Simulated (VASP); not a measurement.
# La4AgSb8Au3 (P-42m) in VASP: a series of runs

The runs below take La4AgSb8Au3 through single point, with PBEsol.

Everything below comes from runs of VASP 6.6.1. Logs are shortened: lines on timing, memory, paths and dates and some standing lists are left out, and cuts for length are marked.

## 1. The cell of the first run

It takes space group P-42m (No. 111, tetragonal). The conventional cell has a = 6.225 Å, b = 6.225 Å, c = 10.466 Å, α = 90.00°, β = 90.00°, γ = 90.00°. Within 4.2 Å of La (site symmetry m) lie 8 Sb at 3.22 to 3.40 Å and 3 Au at 3.44 to 3.45 Å and 1 Ag at 3.46 Å. Au (site symmetry 222) has 4 Sb at 2.84 Å and 2 Au at 3.11 Å and 2 Ag at 3.11 Å and 4 La at 3.45 Å within 3.7 Å. Within 3.7 Å of Au (site symmetry -42m) lie 4 Sb at 2.84 Å and 4 Au at 3.11 Å and 4 La at 3.44 Å. Ag (site symmetry -42m) has 4 Sb at 2.84 Å and 4 Au at 3.11 Å and 4 La at 3.46 Å within 3.7 Å. Within 3.7 Å of Sb (site symmetry m) lie 1 Ag at 2.84 Å and 3 Au at 2.84 Å and 4 La at 3.22 to 3.24 Å. Sb (site symmetry 222) has 8 Sb at 3.11 to 4.08 Å and 4 La at 3.39 Å within 4.1 Å. Sb (site symmetry -42m) has 8 Sb at 3.11 to 4.08 Å and 4 La at 3.38 Å within 4.1 Å. Sb (site symmetry -42m) has 8 Sb at 3.11 to 4.08 Å and 4 La at 3.40 Å within 4.1 Å.

## 2. Single point, PBEsol

Input file INCAR:

```
SYSTEM = La4AgSb8Au3
PREC = Accurate
ENCUT = 520
EDIFF = 1E-6
ISMEAR = 0
SIGMA = 0.1
LREAL = Auto
LASPH = .True.
NELM = 100
ALGO = Normal
ISIF = 2
LWAVE = .False.
LCHARG = .False.
GGA = PS
NBANDS = 78
```

Input file KPOINTS:

```
Automatic mesh
0
Gamma
  6 6 4
  0 0 0
```

Input file POSCAR:

```
La4AgSb8Au3
1.0
    4.4014324609     -4.4014324609      0.0000000000
    4.4014324609      4.4014324609      0.0000000000
    0.0000000000      0.0000000000     10.4659945427
La Au Ag Sb
4 3 1 8
Direct
    0.7514226044      0.2514226044      0.2536570457
    0.2485773956      0.7485773956      0.2536570457
    0.2485773956      0.2514226044      0.7463429543
    0.7514226044      0.7485773956      0.7463429543
    0.0000000000      0.0000000000      0.0000000000
    0.5000000000      0.5000000000      0.0000000000
    0.0000000000      0.5000000000      0.0000000000
    0.5000000000      0.0000000000      0.0000000000
    0.7498025999      0.2498025999      0.8282557836
    0.2501974001      0.7501974001      0.8282557836
    0.2501974001      0.2498025999      0.1717442164
    0.7498025999      0.7501974001      0.1717442164
    0.0000000000      0.0000000000      0.5000000000
    0.5000000000      0.5000000000      0.5000000000
    0.0000000000      0.5000000000      0.5000000000
    0.5000000000      0.0000000000      0.5000000000
```

Potentials or basis: VASP PAW PBE potentials, release 64 (La, Au, Ag, Sb).

Started as:

```sh
> cat potpaw_PBE.64/La/POTCAR potpaw_PBE.64/Au/POTCAR potpaw_PBE.64/Ag/POTCAR potpaw_PBE.64/Sb/POTCAR > POTCAR
> mpirun -np 1 vasp_std > vasp.out
```

OUTCAR:

```text
SYSTEM = La4AgSb8Au3
   PREC = Accurate
   ENCUT = 520
   EDIFF = 1E-6
   ISMEAR = 0
   LREAL = Auto
   LASPH = .True.
   NELM = 100
   ISIF = 2
   GGA = PS

 ion  position               nearest neighbor table
   1  0.751  0.251  0.254-  11 3.22  12 3.22  12 3.24  11 3.24  15 3.38  14 3.39  13 3.39  16 3.40
                             7 3.44   6 3.45   5 3.45   8 3.46
   2  0.249  0.749  0.254-  11 3.22  12 3.22  12 3.24  11 3.24  15 3.38  14 3.39  13 3.39  16 3.40
                             7 3.44   6 3.45   5 3.45   8 3.46
   3  0.249  0.251  0.746-   9 3.22  10 3.22   9 3.24  10 3.24  15 3.38  13 3.39  14 3.39  16 3.40
                             7 3.44   5 3.45   6 3.45   8 3.46
   4  0.751  0.749  0.746-   9 3.22  10 3.22   9 3.24  10 3.24  15 3.38  13 3.39  14 3.39  16 3.40
                             7 3.44   5 3.45   6 3.45   8 3.46
   5  0.000  0.000  0.000-   9 2.84  10 2.84  11 2.84  12 2.84   7 3.11   8 3.11   7 3.11   8 3.11
                             1 3.45   2 3.45   3 3.45   4 3.45
   6  0.500  0.500  0.000-   9 2.84  10 2.84  11 2.84  12 2.84   7 3.11   8 3.11   8 3.11   7 3.11
                             1 3.45   2 3.45   3 3.45   4 3.45
   7  0.000  0.500  0.000-   9 2.84  10 2.84  11 2.84  12 2.84   5 3.11   6 3.11   5 3.11   6 3.11
                             1 3.44   2 3.44   3 3.44   4 3.44
   8  0.500  0.000  0.000-   9 2.84  10 2.84  11 2.84  12 2.84   5 3.11   6 3.11   6 3.11   5 3.11
                             1 3.46   2 3.46   3 3.46   4 3.46
   9  0.750  0.250  0.828-   8 2.84   6 2.84   5 2.84   7 2.84   3 3.22   4 3.22   4 3.24   3 3.24
[... 9 lines left out ...]
  14  0.500  0.500  0.500-  15 3.11  16 3.11  16 3.11  15 3.11   1 3.39   2 3.39   3 3.39   4 3.39

  15  0.000  0.500  0.500-  13 3.11  14 3.11  13 3.11  14 3.11   1 3.38   2 3.38   3 3.38   4 3.38

  16  0.500  0.000  0.500-  13 3.11  14 3.11  14 3.11  13 3.11   1 3.40   2 3.40   3 3.40   4 3.40

  LATTYP: Found a simple tetragonal cell.
 ALAT       =     6.2245654801
 C/A-ratio  =     1.6814016298

  Lattice vectors:

 A1 = (   4.4014324609,  -4.4014324609,   0.0000000000)
 A2 = (   4.4014324609,   4.4014324609,   0.0000000000)
 A3 = (   0.0000000000,   0.0000000000,  10.4659945427)

Analysis of symmetry for initial positions (statically):
=====================================================================
 Subroutine PRICEL returns:
 Original cell was already a primitive cell.

 Routine SETGRP: Setting up the symmetry group for a
 simple tetragonal supercell.

 Subroutine GETGRP returns: Found  8 space group operations
 (whereof  4 operations were pure point group operations)
 out of a pool of 16 trial point group operations.

The static configuration has the point symmetry D_2 .
 The point group associated with its full space group is D_2d.

Analysis of symmetry for dynamics (positions and initial velocities):
=====================================================================
 Subroutine PRICEL returns:
 Original cell was already a primitive cell.

 Routine SETGRP: Setting up the symmetry group for a
 simple tetragonal supercell.

 Subroutine GETGRP returns: Found  8 space group operations
 (whereof  4 operations were pure point group operations)
 out of a pool of 16 trial point group operations.

The dynamic configuration has the point symmetry D_2 .
 The point group associated with its full space group is D_2d.

 Subroutine INISYM returns: Found  8 space group operations
 (whereof  4 operations are pure point group operations),
 and found     1 'primitive' translations

----------------------------------------------------------------------------------------

                                     Primitive cell

  volume of cell :     405.5072

  direct lattice vectors                    reciprocal lattice vectors
     4.401432461 -4.401432461  0.000000000     0.113599380 -0.113599380  0.000000000
     4.401432461  4.401432461  0.000000000     0.113599380  0.113599380  0.000000000
     0.000000000  0.000000000 10.465994543     0.000000000  0.000000000  0.095547537

  length of vectors
     6.224565480  6.224565480 10.465994543     0.160653784  0.160653784  0.095547537

  position of ions in fractional coordinates (direct lattice)
     0.751422604  0.251422604  0.253657046
     0.248577396  0.748577396  0.253657046
     0.248577396  0.251422604  0.746342954
     0.751422604  0.748577396  0.746342954
     0.000000000  0.000000000  0.000000000
     0.500000000  0.500000000  0.000000000
[... 8 lines left out ...]
     0.000000000  0.500000000  0.500000000
     0.500000000  0.000000000  0.500000000

  ion indices of the primitive-cell ions
   primitive index   ion index
                 1           1
                 2           2
                 3           3
                 4           4
                 5           5
                 6           6
[... 8 lines left out ...]
                15          15
                16          16

----------------------------------------------------------------------------------------

 KPOINTS: Automatic mesh

Automatic generation of k-mesh.
 Grid dimensions read from file:
 generate k-points for:    6    6    4

 Generating k-lattice:

  Cartesian coordinates                     Fractional coordinates (reciprocal lattice)
     0.018933230 -0.018933230  0.000000000     0.166666667  0.000000000  0.000000000
     0.018933230  0.018933230  0.000000000     0.000000000  0.166666667  0.000000000
     0.000000000  0.000000000  0.023886884     0.000000000  0.000000000  0.250000000

  Length of vectors
     0.026775631  0.026775631  0.023886884

  Shift w.r.t. Gamma in fractional coordinates (k-lattice)
     0.000000000  0.000000000  0.000000000

 Subroutine IBZKPT returns following result:
 ===========================================

 Found     30 irreducible k-points:

 Following reciprocal coordinates:
            Coordinates               Weight
  0.000000  0.000000  0.000000      1.000000
  0.166667  0.000000  0.000000      4.000000
  0.333333  0.000000  0.000000      4.000000
  0.500000  0.000000  0.000000      2.000000
  0.166667  0.166667  0.000000      4.000000
  0.333333  0.166667  0.000000      8.000000
[... 16 lines left out ...]
  0.333333  0.000000  0.500000      4.000000
  0.500000  0.000000  0.500000      2.000000
 [... further k-points ...]
   k-points           NKPTS =     30   k-points in BZ     NKDIM =     30   number of bands    NBANDS=     78
   number of dos      NEDOS =    301   number of ions     NIONS =     16
   total plane-waves  NPLWV = 184320
   dimension x,y,z NGX =    48 NGY =   48 NGZ =   80
   dimension x,y,z NGXF=    96 NGYF=   96 NGZF=  160
   ions per type =               4   3   1   8
   NGX,Y,Z   is equivalent  to a cutoff of  12.82, 12.82, 12.71 a.u.
   NGXF,Y,Z  is equivalent  to a cutoff of  25.64, 25.64, 25.42 a.u.
 SYSTEM =  La4AgSb8Au3
   PREC   = accura    normal or accurate (medium, high low for compatibility)
   ISTART =      0    job   : 0-new  1-cont  2-samecut
   ICHARG =      2    charge: 1-file 2-atom 10-const
   ISPIN  =      1    spin polarized calculation?
   LNONCOLLINEAR =      F non collinear calculations
   LSORBIT =      F    spin-orbit coupling
   LASPH  =      T    aspherical Exc in radial PAW
   ENCUT  =  520.0 eV  38.22 Ry    6.18 a.u.  11.57 11.57 19.46*2*pi/ulx,y,z
   NELM   =    100;   NELMIN=  2; NELMDL= -5     # of ELM steps
   EDIFF  = 0.1E-05   stopping-criterion for ELM
   LREAL  =      T    real-space projection
   EDIFFG = 0.1E-04   stopping-criterion for IOM
   NSW    =      0    number of steps for IOM
   IBRION =     -1    ionic relax: 0-MD 1-quasi-New 2-CG
   NFREE  =      0    steps in history (QN), initial steepest desc. (CG)
   ISIF   =      2    stress and relaxation
   ISYM   =      2    0-nonsym 1-usesym 2-fastsym
   POTIM  = 0.5000    time-step for ionic-motion
   TEBEG  =    0.0;   TEEND  =   0.0 temperature during run
   PSTRESS=    0.0 pullay stress
   NELECT =     128.0000    total number of electrons
   NUPDOWN=      -1.0000    fix difference up-down
   EMIN   =  10.00;   EMAX   =-10.00  energy-range for DOS
   EFERMI =   0.00;   METHOD = LEGACY
   ISMEAR =     0;   SIGMA  =   0.10  broadening in eV -4-tet -1-fermi 0-gaus
   EFERMI_NEDOS =   21; number of points for ismear=-14 and -15
   IALGO  =     38    algorithm
   IMIX   =      4    mixing-type and parameters
     AMIX     =   0.40;   BMIX     =  1.00
     AMIX_MAG =   1.60;   BMIX_MAG =  1.00
  volume/ion in A,a.u.               =      25.34       171.03
  Fermi-wavevector in a.u.,A,eV,Ry     =   1.114667  2.106416 16.905013  1.242483
  Thomas-Fermi vector in A             =   2.251265
   LORBIT       =      0    0 simple, 1 ext, 2 COOP (PROOUT), +10 PAW based schemes
   GGA     = PS    functional components
   LHFCALC =     F    Hartree Fock is set to
   AEXX    =    0.0000 exact exchange contribution
   IVDW    =     0    specifies the selected vdW correction
   LEPSILON=     F    determine dielectric tensor
   LRPA    =     F    only Hartree local field effects (RPA)
 non-spin polarized calculation
 Gauss-broadening in eV      SIGMA  =   0.10
  energy-cutoff  :      520.00
  volume of cell :      405.51
 maximum number of plane-waves:     10987
 NGX is ok and might be reduce to    48
   NGX = 23   NGY = 23   NGZ = 39

 number of electron     128.0000004 magnetization

 Free energy of the ion-electron system (eV)
  ---------------------------------------------------
  ext. energy  EPLUGINS =         0.00000000
  ---------------------------------------------------
  free energy    TOTEN  =       -85.80927756 eV

  energy without entropy =      -85.78225361  energy(sigma->0) =      -85.79576559

 E-fermi :   8.6801     XC(G=0): -10.7316

 val. band max:        8.6720486382   @ k =   0.1667   0.0000   0.2500
 cond. band min:       8.7056951422   @ k =   0.1667   0.1667   0.5000
 fundamental gap:      0.0336465040
 Fermi energy:         8.6801220945

 k-point     1 :       0.0000    0.0000    0.0000
  band No.  band energies     occupation
      1     -23.7311      2.00000
      2     -23.7299      2.00000
      3     -23.7067      2.00000
      4     -23.7067      2.00000
      5      -7.7083      2.00000
      6      -7.7034      2.00000
[... 1885 lines left out ...]
     75      10.7956      0.00000
     76      10.8128      0.00000

 [... further k-points ...]

 [bands above 76 left out]

------------------------ aborting loop because EDIFF is reached ----------------------------------------

  FORCE on cell =-STRESS in cart. coord.  units (eV):
  Direction    XX          YY          ZZ          XY          YZ          ZX
  --------------------------------------------------------------------------------------
  -------------------------------------------------------------------------------------
  Total       -0.1573165     -0.1573165     -0.2799632      0.0000000      0.0000000      0.0000000
  in kB       -0.6215646     -0.6215646     -1.1061474      0.0000000      0.0000000      0.0000000
  external PRESSURE =      -0.7830922 kB  Pullay stress =       0.0000000 kB

 VOLUME and BASIS-vectors are now :
 -----------------------------------------------------------------------------
  energy-cutoff  :      520.00
  volume of cell :      405.51
      direct lattice vectors                 reciprocal lattice vectors
     4.401432461 -4.401432461  0.000000000     0.113599380 -0.113599380  0.000000000
     4.401432461  4.401432461  0.000000000     0.113599380  0.113599380  0.000000000
     0.000000000  0.000000000 10.465994543     0.000000000  0.000000000  0.095547537

 POSITION                                       TOTAL-FORCE (eV/Angst)
 -----------------------------------------------------------------------------------
      4.41396     -2.20072      2.65477         0.001765     -0.000000     -0.002017
      4.38891      2.20072      2.65477        -0.001765     -0.000000     -0.002017
      2.20072      0.01252      7.81122         0.000000      0.001765      0.002017
      6.60215     -0.01252      7.81122         0.000000     -0.001765      0.002017
      0.00000      0.00000      0.00000        -0.000000     -0.000000      0.000000
      4.40143      0.00000      0.00000        -0.000000     -0.000000      0.000000
[... 8 lines left out ...]
      2.20072      2.20072      5.23300         0.000000     -0.000000      0.000000
      2.20072     -2.20072      5.23300         0.000000     -0.000000      0.000000
 -----------------------------------------------------------------------------------
    total drift:                               -0.000000      0.000000     -0.000000

  FREE ENERGIE OF THE ION-ELECTRON SYSTEM (eV)
  ---------------------------------------------------
  free  energy   TOTEN  =       -85.8092775643 eV

  energy  without entropy=      -85.7822536076  energy(sigma->0) =      -85.79576559
```

Run time: 34 min. Hardware: 1 thread of Intel Xeon Platinum 8175M at 2.50GHz (Skylake/Cascade Lake), shared host; peak memory 0.84 GiB.

Results:

```yaml
Free_energy: -85.8093 eV
Pressure: -0.1 GPa
Largest_force: 0.004 eV/Å
Band_gap_on_the_k_mesh: zero (band 64 reaches 9.23 eV, above the bottom of band 65 at 8.29 eV)
```

Forces in eV/Å, atoms in the order of the input:
```
La   0.002  0.000 -0.002
La  -0.002  0.000 -0.002
La   0.000  0.002  0.002
La   0.000 -0.002  0.002
Au   0.000  0.000  0.000
Au   0.000  0.000  0.000
Au   0.000  0.000  0.000
Ag   0.000  0.000  0.000
Sb   0.003  0.000  0.002
Sb  -0.003  0.000  0.002
Sb   0.000  0.003 -0.002
Sb   0.000 -0.003 -0.002
Sb   0.000  0.000  0.000
Sb   0.000  0.000  0.000
Sb   0.000  0.000  0.000
Sb   0.000  0.000  0.000
```

Levels at points of the mesh, in eV from the Fermi level:
```
           k point  band 62  band 63  band 64  band 65  band 66  band 67
(0.00, 0.00, 0.00)    -0.64     0.10     0.50     0.50     1.42     1.72
(0.50, 0.00, 0.00)    -0.78    -0.37    -0.28     0.55     0.56     1.41
(0.50, 0.50, 0.00)    -0.74    -0.74    -0.74    -0.39    -0.39    -0.37
(0.00, 0.00, 0.50)    -1.06    -0.07     0.55     0.55     1.05     1.79
(0.50, 0.00, 0.50)    -1.20    -0.66    -0.57     0.68     0.69     1.63
(0.50, 0.50, 0.50)    -0.55    -0.55    -0.48     0.17     0.17     0.18
```

Caveat: the PAW data sets were made with another functional, which shifts forces and pressure a little; spin-orbit coupling is left out, which moves the levels of the heavy elements.

(Continued in part 2 of 2.)
